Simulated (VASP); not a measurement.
Input of a VASP 6.6.1 run:

Contents of INCAR:

```
  PREC = Accurate
  ENCUT = 520
  EDIFF = 1E-6
  ISMEAR = 0
  SIGMA = 0.05
  LREAL = False
  LASPH = True
  NELM = 80
  ALGO = Normal
  ISIF = 2
  LWAVE = False
  LCHARG = False
  GGA = PS
  NBANDS = 41
```

The input KPOINTS:

```
regular mesh
0
Gamma
  6 6 6
```

The input POSCAR:

```
AlGa3N4
1.0
    4.4675774128      0.0000000000      0.0000000000
    0.0000000000      4.4675774128      0.0000000000
    0.0000000000      0.0000000000      4.4675774128
Al Ga N
1 3 4
Direct
   -0.0000004255     -0.0000014682      0.0018528482
    0.4815782567      0.4999995979      0.0011884034
    0.5184214907     -0.0000009417      0.5005496076
   -0.0000002729      0.4999995307      0.5005501181
    0.7533088722      0.7476263864      0.2355302783
    0.7567856598      0.2489051701      0.7569930950
    0.2432187901      0.7624723548      0.7456203189
    0.2466901131      0.2410079424      0.2468975068
```

Potentials or basis: VASP PAW PBE potentials, release 64 (Al, Ga_d, N).

The run is started by

```bash
$ cat potpaw_PBE.64/Al/POTCAR potpaw_PBE.64/Ga_d/POTCAR potpaw_PBE.64/N/POTCAR > POTCAR
$ mpirun -np 1 vasp_std > vasp.out
```

Predict the band gap on the k mesh.

2.24 eV, direct.

Predict the pressure.

-0.2 GPa.

Predict the largest force.

0.858 eV/Å.

Stress tensor (GPa, compression positive):
```
-0.34  1.22 -0.04
 1.22 -0.04 -0.01
-0.04 -0.01 -0.11
```

Caveat: the cell differs from its parent crystal (mode 4 frozen in at -0.082 Å and mode 15 at -0.020 Å (largest displacements)); the PAW data sets were made with another functional, which shifts forces and pressure a little.
